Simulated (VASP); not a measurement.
Here is a VASP 6.6.1 calculation.

The input INCAR:

```
SYSTEM = Si3Ag
PREC = Accurate
ENCUT = 520
EDIFF = 1E-7
ISMEAR = 0
SIGMA = 0.1
LREAL = .False.
LASPH = .True.
NELM = 100
ALGO = Normal
ISIF = 2
LWAVE = .False.
LCHARG = .False.
GGA = PE
NBANDS = 20
```

KPOINTS

```
regular mesh
0
Gamma
  4 4 4
  0 0 0
```

POSCAR

```
Si3Ag
1.0
    0.0000000000      3.3799359600      3.3799359600
    3.3799359600      0.0000000000      3.3799359600
    3.3799359600      3.3799359600      0.0000000000
Si Ag
3 1
Direct
    0.0000000000      0.0000000000      0.0000000000
    0.2500000000      0.2500000000      0.2500000000
    0.7500000000      0.7500000000      0.7500000000
    0.5000000000      0.5000000000      0.5000000000
```

Potentials or basis: VASP PAW PBE potentials, release 64 (Si, Ag).

Command:

```bash
$ cat potpaw_PBE.64/Si/POTCAR potpaw_PBE.64/Ag/POTCAR > POTCAR
$ mpirun -np 1 vasp_std > vasp.out
```

(1) Estimate the band gap on the k mesh.

(2) Predict the pressure.

Results:

(1) zero (an odd number of electrons rules out a gap without spin polarisation).

(2) -9.6 GPa.

Caveat: the k points lie up to 0.40 Å⁻¹ apart, too coarse for converged energies and pressures of a metal.
